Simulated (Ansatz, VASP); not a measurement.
Two plane-wave programs on RbMgH2

File INCAR:

```
  PREC = Accurate
  ENCUT = 600
  EDIFF = 1E-6
  ISMEAR = 0
  SIGMA = 0.1
  LREAL = False
  LASPH = True
  NELM = 60
  ALGO = Normal
  ISIF = 3
  LWAVE = False
  LCHARG = False
  GGA = PE
  IBRION = 2
  NSW = 90
  EDIFFG = -0.04
```

Contents of KPOINTS:

```
Automatic mesh
0
Gamma
  6 6 2
```

The input POSCAR:

```
RbMgH2
1.0
    4.6067942500      0.0000000000      0.0000000000
   -2.3033971200      3.9896008500      0.0000000000
    0.0000000000      0.0000000000      8.2393676000
Rb Mg H
2 2 4
Direct
    0.0000000000      0.0000000000      0.0000000000
    0.0000000000      0.0000000000      0.5000000000
    0.6666666700      0.3333333300      0.2500000000
    0.3333333300      0.6666666700      0.7500000000
    0.0000000000      0.0000000000      0.2500000000
    0.0000000000      0.0000000000      0.7500000000
    0.3333333300      0.6666666700      0.2500000000
    0.6666666700      0.3333333300      0.7500000000
```

Input for Ansatz:

```yaml
crystal:
  lattice:
    - [4.60679425, 0.0, 0.0]
    - [-2.30339712, 3.98960085, 0.0]
    - [0.0, 0.0, 8.2393676]
  atoms:
    - { symbol: Rb, position: [0.0, 0.0, 0.0] }
    - { symbol: Rb, position: [0.0, 0.0, 0.5] }
    - { symbol: Mg, position: [0.66666667, 0.33333333, 0.25] }
    - { symbol: Mg, position: [0.33333333, 0.66666667, 0.75] }
    - { symbol: H, position: [0.0, 0.0, 0.25] }
    - { symbol: H, position: [0.0, 0.0, 0.75] }
    - { symbol: H, position: [0.33333333, 0.66666667, 0.25] }
    - { symbol: H, position: [0.66666667, 0.33333333, 0.75] }
basis:
  ecutwfc: 420
kpoints:
  mp_grid: { grid: [6, 6, 2] }
hamiltonian:
  xc: pbe
scf:
  occupations: { method: gaussian, width: 0.1 }
  lower_state_search: "off"
output:
  forces: true
  stress: true
  eigenvalues: true
relax:
  adjacent_minimum: "off"
  f_tol: 0.04
  max_steps: 70
  cell: { stress_tol: 0.4 }
```

Alike in both runs: task relaxation of cell and atoms; functional PBE; k mesh 6 × 6 × 2; occupations gaussian, width 0.1 eV; no spin polarisation.

```csv
,VASP,Ansatz
version,VASP 6.6.1,Ansatz 0.2.0
potentials or method,"VASP PAW PBE potentials, release 64 (Rb_sv, Mg, H), cutoff 600 eV","scalar-relativistic, plane waves, PAW"
valence electrons in the cell,26,42
```

Ansatz gave:

| Property | Result |
| --- | --- |
| gap on the k mesh at the Fermi level, each at its own relaxed structure (eV) | none |
| relaxed volume (Å³/atom) | 19.92 |
| relaxed cell length with the largest relative difference (Å) | 11.916 |

Question: Which values does VASP return?

Answer: gap on the k mesh at the Fermi level, each at its own relaxed structure (eV): none; relaxed volume (Å³/atom): 19.64; relaxed cell length with the largest relative difference (Å): 11.590.

A gap of «none» marks a metal or a gap that the smearing closes. VASP's potentials hold 26 valence electrons a cell and Ansatz's 42, so a difference there can come from the potentials and not from the codes.

The k mesh is coarse, so the values compare programs but aren't converged.
